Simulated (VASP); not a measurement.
# TaN (Fm-3m) in VASP: a series of runs

The runs below take TaN through single point, with PBE, LDA.

All numbers are computed with VASP 6.6.1; they aren't measurements. Logs are shortened: lines on timing, memory, paths and dates and some standing lists are left out, and cuts for length are marked.

### 1 The cell of the first run

It takes space group Fm-3m (No. 225, cubic). Conventional cell: a = 4.417 Å, b = 4.417 Å, c = 4.417 Å, α = 90.00°, β = 90.00°, γ = 90.00°. Ta (site symmetry m-3m) has 6 N at 2.21 Å within 2.9 Å. Within 2.9 Å of N (site symmetry m-3m) lie 6 Ta at 2.21 Å.

### 2 Single point, PBE

INCAR reads:

```
SYSTEM = TaN
PREC     = Accurate       ! precision mode
ENCUT    = 600            ! plane-wave cutoff, eV
EDIFF    = 1E-6           ! SCF threshold, eV
ISMEAR   = 0              ! smearing method
SIGMA    = 0.1            ! smearing width, eV
LREAL    = .False.        ! projectors in reciprocal space
LASPH    = .True.         ! aspherical terms in the spheres
NELM     = 120            ! most SCF steps
ALGO     = Normal         ! electronic algorithm
ISIF     = 2              ! what is computed and relaxed
LWAVE    = .False.        ! write WAVECAR
LCHARG   = .False.        ! write CHGCAR
GGA      = PE             ! functional
NBANDS   = 15             ! bands
GGA_COMPAT= .False.
```

KPOINTS reads:

```
Automatic mesh
0
Gamma
  16 16 16
  0 0 0
```

POSCAR reads:

```
TaN
1.0
    0.0000000000      2.2086347780      2.2086347780
    2.2086347780      0.0000000000      2.2086347780
    2.2086347780      2.2086347780      0.0000000000
Ta N
1 1
Direct
    0.5000000000      0.5000000000      0.5000000000
    0.0000000000      0.0000000000      0.0000000000
```

Potentials or basis: VASP PAW PBE potentials, release 64 (Ta_pv, N).

Run with:

```bash
cat potpaw_PBE.64/Ta_pv/POTCAR potpaw_PBE.64/N/POTCAR > POTCAR
mpirun -np 1 vasp_std > vasp.out
```

OUTCAR:

```text
SYSTEM = TaN
   PREC = Accurate
   ENCUT = 600
   EDIFF = 1E-6
   ISMEAR = 0
   LREAL = .False.
   LASPH = .True.
   NELM = 120
   ISIF = 2
   GGA = PE

 ion  position               nearest neighbor table
   1  0.500  0.500  0.500-   2 2.21   2 2.21   2 2.21   2 2.21   2 2.21   2 2.21
   2  0.000  0.000  0.000-   1 2.21   1 2.21   1 2.21   1 2.21   1 2.21   1 2.21

  LATTYP: Found a face centered cubic cell.
 ALAT       =     4.4172695560

  Lattice vectors:

 A1 = (   0.0000000000,   2.2086347780,   2.2086347780)
 A2 = (   2.2086347780,   0.0000000000,   2.2086347780)
 A3 = (   2.2086347780,   2.2086347780,   0.0000000000)

Analysis of symmetry for initial positions (statically):
=====================================================================
 Subroutine PRICEL returns:
 Original cell was already a primitive cell.

 Routine SETGRP: Setting up the symmetry group for a
 face centered cubic supercell.

 Subroutine GETGRP returns: Found 48 space group operations
 (whereof 48 operations were pure point group operations)
 out of a pool of 48 trial point group operations.

The static configuration has the point symmetry O_h .

Analysis of symmetry for dynamics (positions and initial velocities):
=====================================================================
 Subroutine PRICEL returns:
 Original cell was already a primitive cell.

 Routine SETGRP: Setting up the symmetry group for a
 face centered cubic supercell.

 Subroutine GETGRP returns: Found 48 space group operations
 (whereof 48 operations were pure point group operations)
 out of a pool of 48 trial point group operations.

The dynamic configuration has the point symmetry O_h .

 Subroutine INISYM returns: Found 48 space group operations
 (whereof 48 operations are pure point group operations),
 and found     1 'primitive' translations

----------------------------------------------------------------------------------------

                                     Primitive cell

  volume of cell :      21.5477

  direct lattice vectors                    reciprocal lattice vectors
     0.000000000  2.208634778  2.208634778    -0.226384192  0.226384192  0.226384192
     2.208634778  0.000000000  2.208634778     0.226384192 -0.226384192  0.226384192
     2.208634778  2.208634778  0.000000000     0.226384192  0.226384192 -0.226384192

  length of vectors
     3.123481257  3.123481257  3.123481257     0.392108923  0.392108923  0.392108923

  position of ions in fractional coordinates (direct lattice)
[... 85 lines left out ...]
   ISIF   =      2    stress and relaxation
   ISYM   =      2    0-nonsym 1-usesym 2-fastsym
   POTIM  = 0.5000    time-step for ionic-motion
   TEBEG  =    0.0;   TEEND  =   0.0 temperature during run
   PSTRESS=    0.0 pullay stress
   NELECT =      16.0000    total number of electrons
   NUPDOWN=      -1.0000    fix difference up-down
   EMIN   =  10.00;   EMAX   =-10.00  energy-range for DOS
   EFERMI =   0.00;   METHOD = LEGACY
   ISMEAR =     0;   SIGMA  =   0.10  broadening in eV -4-tet -1-fermi 0-gaus
   EFERMI_NEDOS =   21; number of points for ismear=-14 and -15
   IALGO  =     38    algorithm
   IMIX   =      4    mixing-type and parameters
     AMIX     =   0.40;   BMIX     =  1.00
     AMIX_MAG =   1.60;   BMIX_MAG =  1.00
  volume/ion in A,a.u.               =      10.77        72.71
  Fermi-wavevector in a.u.,A,eV,Ry     =   1.482453  2.801430 29.901072  2.197667
  Thomas-Fermi vector in A             =   2.596237
   LORBIT       =      0    0 simple, 1 ext, 2 COOP (PROOUT), +10 PAW based schemes
   GGA     = PE    functional components
   LHFCALC =     F    Hartree Fock is set to
   AEXX    =    0.0000 exact exchange contribution
   IVDW    =     0    specifies the selected vdW correction
   LEPSILON=     F    determine dielectric tensor
   LRPA    =     F    only Hartree local field effects (RPA)
 non-spin polarized calculation
 Gauss-broadening in eV      SIGMA  =   0.10
  energy-cutoff  :      600.00
  volume of cell :       21.55
 maximum number of plane-waves:       736
 NGX is ok and might be reduce to    28

 number of electron      15.9999999 magnetization

 Free energy of the ion-electron system (eV)
  ---------------------------------------------------
  ext. energy  EPLUGINS =         0.00000000
  ---------------------------------------------------
  free energy    TOTEN  =       -21.82864971 eV

  energy without entropy =      -21.82286413  energy(sigma->0) =      -21.82575692

 E-fermi :   9.3886     XC(G=0): -13.3643

 val. band max:        9.3797732120   @ k =  -0.2500   0.3750   0.1250
 cond. band min:       9.3937374766   @ k =  -0.3125   0.3125   0.1250
 fundamental gap:      0.0139642646
 Fermi energy:         9.3886092984

 k-point     1 :       0.0000    0.0000    0.0000
  band No.  band energies     occupation
      1     -26.4063      2.00000
      2     -26.4063      2.00000
      3     -26.4063      2.00000
      4      -9.3586      2.00000
      5       5.6073      2.00000
      6       5.6073      2.00000
      7       5.6073      2.00000
      8       7.3269      2.00000
      9       7.3269      2.00000
     10       7.3269      2.00000
     11       9.4573      0.33102
     12       9.4573      0.33101
     13      10.8016      0.00000
     14      18.7965      0.00000
[... 401 lines left out ...]
      2     -26.4273      2.00000
      3     -26.4084      2.00000
      4      -9.1172      2.00000
      5       4.4104      2.00000
      6       4.7376      2.00000
      7       5.0740      2.00000
      8       7.4987      2.00000
      9       7.7088      2.00000
     10       8.0145      2.00000
     11       9.8568      0.00000
     12      10.7116      0.00000
     13      11.6233      0.00000
     14      19.5459      0.00000
     15      21.7306      0.00000

 [... further k-points ...]
[... 5 lines left out ...]
  --------------------------------------------------------------------------------------
  -------------------------------------------------------------------------------------
  Total        0.0900079      0.0900079      0.0900079      0.0000000      0.0000000      0.0000000
  in kB        6.6925172      6.6925172      6.6925172      0.0000000      0.0000000      0.0000000
  external PRESSURE =       6.6925172 kB  Pullay stress =       0.0000000 kB

 VOLUME and BASIS-vectors are now :
 -----------------------------------------------------------------------------
  energy-cutoff  :      600.00
  volume of cell :       21.55
      direct lattice vectors                 reciprocal lattice vectors
     0.000000000  2.208634778  2.208634778    -0.226384192  0.226384192  0.226384192
     2.208634778  0.000000000  2.208634778     0.226384192 -0.226384192  0.226384192
     2.208634778  2.208634778  0.000000000     0.226384192  0.226384192 -0.226384192

 POSITION                                       TOTAL-FORCE (eV/Angst)
 -----------------------------------------------------------------------------------
      2.20863      2.20863      2.20863         0.000000     -0.000000      0.000000
      0.00000      0.00000      0.00000        -0.000000      0.000000     -0.000000
 -----------------------------------------------------------------------------------
    total drift:                                0.000000      0.000000      0.000000

  FREE ENERGIE OF THE ION-ELECTRON SYSTEM (eV)
  ---------------------------------------------------
  free  energy   TOTEN  =       -21.8286497142 eV

  energy  without entropy=      -21.8228641325  energy(sigma->0) =      -21.82575692
```

OSZICAR:

```text
N       E                     dE             d eps       ncg     rms          rms(c)
DAV:   1     0.987112261306E+02    0.98711E+02   -0.95834E+03  4350   0.126E+03
DAV:   2    -0.216863409572E+02   -0.12040E+03   -0.11351E+03  5358   0.331E+02
DAV:   3    -0.248492182172E+02   -0.31629E+01   -0.31387E+01  4896   0.506E+01
DAV:   4    -0.248630031386E+02   -0.13785E-01   -0.13781E-01  5547   0.346E+00
DAV:   5    -0.248631062757E+02   -0.10314E-03   -0.10313E-03  5058   0.266E-01    0.234E+01
DAV:   6    -0.219214022244E+02    0.29417E+01   -0.54641E+00  5523   0.271E+01    0.956E+00
DAV:   7    -0.218632747990E+02    0.58127E-01   -0.60546E-01  4798   0.637E+00    0.677E+00
DAV:   8    -0.218368257170E+02    0.26449E-01   -0.15962E-01  5211   0.349E+00    0.179E+00
DAV:   9    -0.218287108663E+02    0.81149E-02   -0.22369E-02  5071   0.127E+00    0.330E-01
DAV:  10    -0.218287029554E+02    0.79108E-05   -0.15329E-03  5099   0.408E-01    0.819E-02
DAV:  11    -0.218286499920E+02    0.52963E-04   -0.94455E-05  5016   0.116E-01    0.217E-02
DAV:  12    -0.218286497142E+02    0.27780E-06   -0.89252E-06  5162   0.286E-02
   1 F= -.21828650E+02 E0= -.21825757E+02  d E =-.578558E-02
```

stdout:

```text
POSCAR found type information on POSCAR TaN
 POSCAR found :  2 types and       2 ions
 scaLAPACK will be used
 LDA part: xc-table for (Slater+PW92), standard interpolation
 POSCAR, INCAR and KPOINTS ok, starting setup
 FFT: planning ... GRIDC
 FFT: planning ... GRID_SOFT
 FFT: planning ... GRID
 WAVECAR not read
 entering main loop
```

It took 62 s on 1 thread of Intel Xeon 6975P-C, shared host; peak memory 0.2 GiB.

What came out:

```
Free energy            : -21.8286 eV
Pressure               : 0.7 GPa
Band gap on the k mesh : zero (band 8 reaches 11.26 eV, above the bottom of band 9 at 7.33 eV)
```

Caveat: spin-orbit coupling is left out, which moves the levels of the heavy elements.

### 3 Single point, LDA

INCAR reads:

```
SYSTEM = TaN
PREC = Accurate
ENCUT = 600
EDIFF = 1E-6
ISMEAR = 0
SIGMA = 0.1
LREAL = .False.
LASPH = .True.
NELM = 120
ALGO = Normal
ISIF = 2
LWAVE = .False.
LCHARG = .False.
NBANDS = 15
GGA_COMPAT = .False.
```

KPOINTS reads:

```
regular mesh
0
Gamma
  16 16 16
  0 0 0
```

POSCAR is that of step 2.

Potentials or basis: VASP PAW LDA potentials, release 64 (Ta_pv, N).

Run with:

```bash
cat potpaw_LDA.64/Ta_pv/POTCAR potpaw_LDA.64/N/POTCAR > POTCAR
mpirun -np 1 vasp_std > vasp.out
```

It took 53 s on 1 thread of Intel Xeon 6975P-C, shared host; peak memory 0.19 GiB.

Results (log left out):

| Item | Value |
| --- | --- |
| Free energy | -24.1091 eV |
| Pressure | -14.3 GPa |
| Band gap on the k mesh | zero (band 8 reaches 11.08 eV, above the bottom of band 9 at 7.15 eV) |

Levels at points of the mesh, in eV from the Fermi level:
```csv
k point,band 5,band 6,band 7,band 8,band 9,band 10,band 11,band 12
"(0.00, 0.00, 0.00)",-3.72,-3.72,-3.72,-2.08,-2.08,-2.08,0.00,0.00
"(0.50, 0.00, 0.00)",-10.21,-7.46,-7.46,1.85,1.85,1.96,3.92,7.37
"(0.50, 0.50, 0.00)",-6.50,-5.37,-4.53,-4.53,2.02,3.46,3.46,4.49
```

Caveat: spin-orbit coupling is left out, which moves the levels of the heavy elements.

### 4 Single point, PBE

This run uses another cell than the first one, of 10.35 Å³/atom, 0.960 times its volume.

INCAR reads:

```
SYSTEM = TaN
PREC = Accurate ; ENCUT = 600
EDIFF = 1E-6 ; ISMEAR = 0
SIGMA = 0.1 ; LREAL = .False.
LASPH = .True. ; NELM = 120
ALGO = Normal ; ISIF = 2
LWAVE = .False. ; LCHARG = .False.
GGA = PE ; NBANDS = 16
GGA_COMPAT = .False.
```

KPOINTS reads:

```
Automatic mesh
0
Gamma
  16 16 16
  0 0 0
```

POSCAR reads:

```
TaN
1.0
    0.0000000000      2.1790000000      2.1790000000
    2.1790000000      0.0000000000      2.1790000000
    2.1790000000      2.1790000000      0.0000000000
Ta N
1 1
Direct
    0.5000000000      0.5000000000      0.5000000000
    0.0000000000      0.0000000000      0.0000000000
```

Potentials or basis: VASP PAW PBE potentials, release 64 (Ta_sv_GW, N).

Run with:

```bash
cat potpaw_PBE.64/Ta_sv_GW/POTCAR potpaw_PBE.64/N/POTCAR > POTCAR
mpirun -np 1 vasp_std > vasp.out
```

It took 1.8 min on 1 thread of AMD EPYC 7R43 (Zen 3), shared host; peak memory 0.18 GiB.

It converged, with:

* Free energy: -24.3165 eV
* Pressure: 14.7 GPa
* Band gap on the k mesh: zero (band 9 reaches 16.24 eV, above the bottom of band 10 at 12.07 eV)

Levels at points of the mesh, in eV from the Fermi level:
| k point | band 6 | band 7 | band 8 | band 9 | band 10 | band 11 | band 12 | band 13 |
| --- | --- | --- | --- | --- | --- | --- | --- | --- |
| (0.00, 0.00, 0.00) | -3.90 | -3.90 | -3.90 | -2.17 | -2.17 | -2.17 | 0.09 | 0.09 |
| (0.50, 0.00, 0.00) | -10.59 | -7.77 | -7.77 | 2.00 | 2.00 | 2.08 | 3.89 | 7.84 |
| (0.50, 0.50, 0.00) | -6.69 | -5.64 | -4.69 | -4.69 | 2.23 | 3.72 | 3.72 | 4.84 |

Caveat: spin-orbit coupling is left out, which moves the levels of the heavy elements.

### 5 Single point, PBE

This run uses another cell than the first one: it holds 16 atoms, not 2.

INCAR reads:

```
ALGO     = Normal         # electronic algorithm
EDIFF    = 1E-6           # SCF threshold, eV
ENCUT    = 600            # plane-wave cutoff, eV
GGA      = PE             # functional
GGA_COMPAT= False        
ISIF     = 2              # what is computed and relaxed
ISMEAR   = 0              # smearing method
LASPH    = True           # aspherical terms in the spheres
LCHARG   = False          # write CHGCAR
LREAL    = False          # projectors in reciprocal space
LWAVE    = False          # write WAVECAR
NBANDS   = 78             # bands
NELM     = 120            # most SCF steps
PREC     = Accurate       # precision mode
SIGMA    = 0.1            # smearing width, eV
```

KPOINTS reads:

```
k-points
0
Gamma
  1 1 1
```

POSCAR reads:

```
TaN
1.0
    0.0000000000      4.4172695491     -4.4172695491
    4.4172695491      4.4172695491      0.0000000000
    4.4172695491      0.0000000000     -4.4172695491
Ta N
8 8
Direct
    0.2500000000      0.7500000000      0.2500000000
    0.2500000000      0.2500000000      0.2500000000
    0.7500000000      0.7500000000      0.2500000000
    0.7500000000      0.2500000000      0.2500000000
    0.2500000000      0.7500000000      0.7500000000
    0.2500000000      0.2500000000      0.7500000000
    0.7500000000      0.7500000000      0.7500000000
    0.7500000000      0.2500000000      0.7500000000
    0.0000000000      0.0000000000      0.5000000000
    0.0000000000      0.5000000000      0.5000000000
    0.5000000000      0.0000000000      0.5000000000
    0.5000000000      0.5000000000      0.5000000000
    0.0000000000      0.0000000000      1.0000000000
    0.0000000000      0.5000000000      1.0000000000
    0.5000000000      0.0000000000      1.0000000000
    0.5000000000      0.5000000000      1.0000000000
```

Potentials or basis: VASP PAW PBE potentials, release 64 (Ta_pv, N).

Run with:

```bash
cat potpaw_PBE.64/Ta_pv/POTCAR potpaw_PBE.64/N/POTCAR > POTCAR
mpirun -np 1 vasp_gam > vasp.out
```

Wall time 20 s (1 thread of AMD EPYC 9R45 (Zen 5), shared host); peak memory 0.29 GiB.

The run converged. Its results:

- Free energy: -174.0491 eV
- Pressure: 0.4 GPa
- Band gap on the k mesh: 1.54 eV

Levels at points of the mesh, in eV from the valence-band top:
```csv
k point,band 62,band 63,band 64,band 65,band 66,band 67
"(0.00, 0.00, 0.00)",-2.18,0.00,0.00,1.54,1.78,1.78
```

Caveat: the k points lie up to 1.23 Å⁻¹ apart; spin-orbit coupling is left out, which moves the levels of the heavy elements. A k mesh can miss the band edges.

[end of part 1 of 2]
